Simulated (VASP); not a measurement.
# ScAl3 (Pm-3m) in VASP: notebook, part 2 of 2

VASP 6.6.1. Earlier steps stand in the parts before.

## (3) Relaxation of cell and atoms, LDA

This run uses another cell than the first one, of 17.08 Å³/atom, 1.041 times its volume.

Contents of INCAR:

```
SYSTEM = ScAl3
PREC = Accurate
ENCUT = 600
EDIFF = 1E-7
ISMEAR = 0
SIGMA = 0.1
LREAL = .False.
LASPH = .True.
NELM = 80
ALGO = Fast
ISIF = 3
LWAVE = .False.
LCHARG = .False.
IBRION = 2
NSW = 100
EDIFFG = -0.005
```

Contents of KPOINTS:

```
Automatic mesh
0
Gamma
  10 10 10
  0 0 0
```

Contents of POSCAR:

```
ScAl3
1.0
    4.0878065700      0.0000000000      0.0000000000
    0.0000000000      4.0878065700      0.0000000000
    0.0000000000      0.0000000000      4.0878065700
Sc Al
1 3
Direct
    0.0000000000      0.0000000000      0.0000000000
    0.5000000000      0.0000000000      0.5000000000
    0.0000000000      0.5000000000      0.5000000000
    0.5000000000      0.5000000000      0.0000000000
```

Potentials or basis: VASP PAW LDA potentials, release 64 (Sc_sv, Al).

Started as:

```
cat potpaw_LDA.64/Sc_sv/POTCAR potpaw_LDA.64/Al/POTCAR > POTCAR
mpirun -np 1 vasp_std > vasp.out
```

OUTCAR:

```text
SYSTEM = ScAl3
   PREC = Accurate
   ENCUT = 600
   EDIFF = 1E-7
   ISMEAR = 0
   LREAL = .False.
   LASPH = .True.
   NELM = 80
   ISIF = 3
   IBRION = 2
   NSW = 100
   EDIFFG = -0.005

 ion  position               nearest neighbor table
   1  0.000  0.000  0.000-   2 2.89   3 2.89   4 2.89   2 2.89   3 2.89   3 2.89   4 2.89   3 2.89
                             2 2.89   4 2.89   2 2.89   4 2.89
   2  0.500  0.000  0.500-   1 2.89   3 2.89   4 2.89   1 2.89   4 2.89   3 2.89   4 2.89   4 2.89
                             1 2.89   3 2.89   1 2.89   3 2.89
   3  0.000  0.500  0.500-   1 2.89   2 2.89   4 2.89   1 2.89   4 2.89   1 2.89   2 2.89   1 2.89
                             2 2.89   4 2.89   4 2.89   2 2.89
   4  0.500  0.500  0.000-   1 2.89   2 2.89   3 2.89   2 2.89   3 2.89   1 2.89   2 2.89   2 2.89
                             1 2.89   3 2.89   3 2.89   1 2.89

  LATTYP: Found a simple cubic cell.
 ALAT       =     4.0878065700

  Lattice vectors:

 A1 = (   4.0878065700,   0.0000000000,   0.0000000000)
 A2 = (   0.0000000000,   4.0878065700,   0.0000000000)
 A3 = (   0.0000000000,   0.0000000000,   4.0878065700)

Analysis of symmetry for initial positions (statically):
=====================================================================
 Subroutine PRICEL returns:
 Original cell was already a primitive cell.

 Routine SETGRP: Setting up the symmetry group for a
 simple cubic supercell.

 Subroutine GETGRP returns: Found 48 space group operations
 (whereof 48 operations were pure point group operations)
 out of a pool of 48 trial point group operations.

The static configuration has the point symmetry O_h .

Analysis of symmetry for dynamics (positions and initial velocities):
=====================================================================
 Subroutine PRICEL returns:
 Original cell was already a primitive cell.

 Routine SETGRP: Setting up the symmetry group for a
 simple cubic supercell.

 Subroutine GETGRP returns: Found 48 space group operations
 (whereof 48 operations were pure point group operations)
 out of a pool of 48 trial point group operations.

The dynamic configuration has the point symmetry O_h .

 Subroutine INISYM returns: Found 48 space group operations
 (whereof 48 operations are pure point group operations),
 and found     1 'primitive' translations

----------------------------------------------------------------------------------------

                                     Primitive cell

  volume of cell :      68.3079

  direct lattice vectors                    reciprocal lattice vectors
     4.087806570  0.000000000  0.000000000     0.244629970  0.000000000  0.000000000
     0.000000000  4.087806570  0.000000000     0.000000000  0.244629970  0.000000000
     0.000000000  0.000000000  4.087806570     0.000000000  0.000000000  0.244629970

  length of vectors
     4.087806570  4.087806570  4.087806570     0.244629970  0.244629970  0.244629970

  position of ions in fractional coordinates (direct lattice)
     0.000000000  0.000000000  0.000000000
     0.500000000  0.000000000  0.500000000
     0.000000000  0.500000000  0.500000000
     0.500000000  0.500000000  0.000000000

  ion indices of the primitive-cell ions
   primitive index   ion index
                 1           1
                 2           2
                 3           3
                 4           4

----------------------------------------------------------------------------------------

[... 68 lines left out ...]
   NELM   =     80;   NELMIN=  2; NELMDL= -5     # of ELM steps
   EDIFF  = 0.1E-06   stopping-criterion for ELM
   LREAL  =      F    real-space projection
   EDIFFG = -.5E-02   stopping-criterion for IOM
   NSW    =    100    number of steps for IOM
   IBRION =      2    ionic relax: 0-MD 1-quasi-New 2-CG
   NFREE  =      1    steps in history (QN), initial steepest desc. (CG)
   ISIF   =      3    stress and relaxation
   ISYM   =      2    0-nonsym 1-usesym 2-fastsym
   POTIM  = 0.5000    time-step for ionic-motion
   TEBEG  =    0.0;   TEEND  =   0.0 temperature during run
   PSTRESS=    0.0 pullay stress
   NELECT =      20.0000    total number of electrons
   NUPDOWN=      -1.0000    fix difference up-down
   EMIN   =  10.00;   EMAX   =-10.00  energy-range for DOS
   EFERMI =   0.00;   METHOD = LEGACY
   ISMEAR =     0;   SIGMA  =   0.10  broadening in eV -4-tet -1-fermi 0-gaus
   EFERMI_NEDOS =   21; number of points for ismear=-14 and -15
   IALGO  =     68    algorithm
   IMIX   =      4    mixing-type and parameters
     AMIX     =   0.40;   BMIX     =  1.00
     AMIX_MAG =   1.60;   BMIX_MAG =  1.00
  volume/ion in A,a.u.               =      17.08       115.24
  Fermi-wavevector in a.u.,A,eV,Ry     =   1.087079  2.054282 16.078563  1.181741
  Thomas-Fermi vector in A             =   2.223230
   LORBIT       =      0    0 simple, 1 ext, 2 COOP (PROOUT), +10 PAW based schemes
   GGA     = CA    functional components
   LHFCALC =     F    Hartree Fock is set to
   AEXX    =    0.0000 exact exchange contribution
   IVDW    =     0    specifies the selected vdW correction
   LEPSILON=     F    determine dielectric tensor
   LRPA    =     F    only Hartree local field effects (RPA)
 conjugate gradient relaxation of ions
 non-spin polarized calculation
 RMM-DIIS sequential band-by-band and
 Gauss-broadening in eV      SIGMA  =   0.10
  energy-cutoff  :      600.00
  volume of cell :       68.31
 maximum number of plane-waves:      2301
 NGX is ok and might be reduce to    36
   NGX = 17   NGY = 17   NGZ = 17

--------------------------------------- Ionic step        1  -------------------------------------------

 number of electron      20.0000002 magnetization

 Free energy of the ion-electron system (eV)
  ---------------------------------------------------
  ext. energy  EPLUGINS =         0.00000000
  ---------------------------------------------------
  free energy    TOTEN  =       -21.26234852 eV

  energy without entropy =      -21.25642995  energy(sigma->0) =      -21.25938923

------------------------ aborting loop because EDIFF is reached ----------------------------------------

  FORCE on cell =-STRESS in cart. coord.  units (eV):
  Direction    XX          YY          ZZ          XY          YZ          ZX
  --------------------------------------------------------------------------------------
  -------------------------------------------------------------------------------------
  Total       -1.5135776     -1.5135776     -1.5135776      0.0000000      0.0000000     -0.0000000
  in kB      -35.5013016    -35.5013016    -35.5013016      0.0000000      0.0000000     -0.0000000
  external PRESSURE =     -35.5013016 kB  Pullay stress =       0.0000000 kB
[... 63 lines left out ...]
--------------------------------------- Ionic step        3  -------------------------------------------

 number of electron      20.0000003 magnetization

 Free energy of the ion-electron system (eV)
  ---------------------------------------------------
  ext. energy  EPLUGINS =         0.00000000
  ---------------------------------------------------
  free energy    TOTEN  =       -21.29303325 eV

  energy without entropy =      -21.28806938  energy(sigma->0) =      -21.29055132

 E-fermi :   7.4333     XC(G=0): -10.7653

 val. band max:        7.4156217962   @ k =   0.5000   0.1000   0.1000
 cond. band min:       7.4383636086   @ k =   0.3000   0.0000   0.0000
 fundamental gap:      0.0227418125
 Fermi energy:         7.4332675852

 k-point     1 :       0.0000    0.0000    0.0000
  band No.  band energies     occupation
      1     -40.8233      2.00000
      2     -19.8882      2.00000
      3     -19.8882      2.00000
      4     -19.8882      2.00000
      5      -2.7760      2.00000
      6       4.7365      2.00000
      7       4.7365      2.00000
      8       5.6263      2.00000
      9       5.6263      2.00000
     10       5.6263      2.00000
     11       8.7106      0.00000
     12       8.7126      0.00000
     13       8.7126      0.00000
     14       8.7126      0.00000
[... 377 lines left out ...]
      1     -40.8218      2.00000
      2     -19.9141      2.00000
      3     -19.8898      2.00000
      4     -19.8893      2.00000
      5      -1.7610      2.00000
      6       1.8236      2.00000
      7       4.4379      2.00000
      8       5.0442      2.00000
      9       6.1840      2.00000
     10       7.6429      0.00304
     11       8.0592      0.00000
     12       8.4999      0.00000
     13       9.4098      0.00000
     14      10.1832      0.00000

 [... further k-points ...]

------------------------ aborting loop because EDIFF is reached ----------------------------------------

  FORCE on cell =-STRESS in cart. coord.  units (eV):
  Direction    XX          YY          ZZ          XY          YZ          ZX
  --------------------------------------------------------------------------------------
  -------------------------------------------------------------------------------------
  Total        0.0007735      0.0007735      0.0007735      0.0000000      0.0000000      0.0000000
  in kB        0.0188817      0.0188817      0.0188817      0.0000000      0.0000000      0.0000000
  external PRESSURE =       0.0188817 kB  Pullay stress =       0.0000000 kB
[... 19 lines left out ...]
  FREE ENERGIE OF THE ION-ELECTRON SYSTEM (eV)
  ---------------------------------------------------
  free  energy   TOTEN  =       -21.2930332492 eV

  energy  without entropy=      -21.2880693809  energy(sigma->0) =      -21.29055132

 reached required accuracy - stopping structural energy minimisation
```

Run time: 6.5 min. Hardware: 1 thread of Oxide Virtual Turin-like, shared host; peak memory 0.19 GiB.

Results:

```yaml
Free_energy: -21.2930 eV
Relaxed_volume: 16.41 Å³/atom
Relaxed_cell: a = 4.034 Å, b = 4.034 Å, c = 4.034 Å, α = 90.00°, β = 90.00°, γ = 90.00°
Space_group_after_relaxing_to_0.05_Å: Pm-3m (No. 221)
Energy_gained_by_relaxing: 7.7 meV/atom
Ionic_steps: 3
Pressure_after_relaxing: 0.0 GPa
Band_gap_on_the_k_mesh: zero (band 10 reaches 8.43 eV, above the bottom of band 11 at 4.49 eV)
```

Step by step:
```csv
step,energy change (eV),largest force (eV/Å),pressure (GPa),volume (Å³)
1,0.0000,0.0000,-3.55,68.31
2,-0.0259,0.0000,1.54,64.63
3,-0.0307,0.0000,0.00,65.63
```

Final structure:
```
CELL_PARAMETERS angstrom
4.03374 0.00000 0.00000
0.00000 4.03374 0.00000
0.00000 0.00000 4.03374
ATOMIC_POSITIONS crystal
Sc 0.00000 0.00000 0.00000
Al 0.50000 0.00000 0.50000
Al 0.00000 0.50000 0.50000
Al 0.50000 0.50000 0.00000
```

Levels at points of the mesh, in eV from the Fermi level:
```tsv
k point	band 8	band 9	band 10	band 11	band 12	band 13
(0.00, 0.00, 0.00)	-1.81	-1.81	-1.81	1.28	1.28	1.28
(0.50, 0.00, 0.00)	-1.78	-1.57	1.00	1.08	1.08	1.40
(0.50, 0.50, 0.00)	-4.43	-0.59	-0.59	1.22	1.38	2.10
(0.50, 0.50, 0.50)	-4.59	-2.94	-2.94	-2.94	1.05	2.63
```
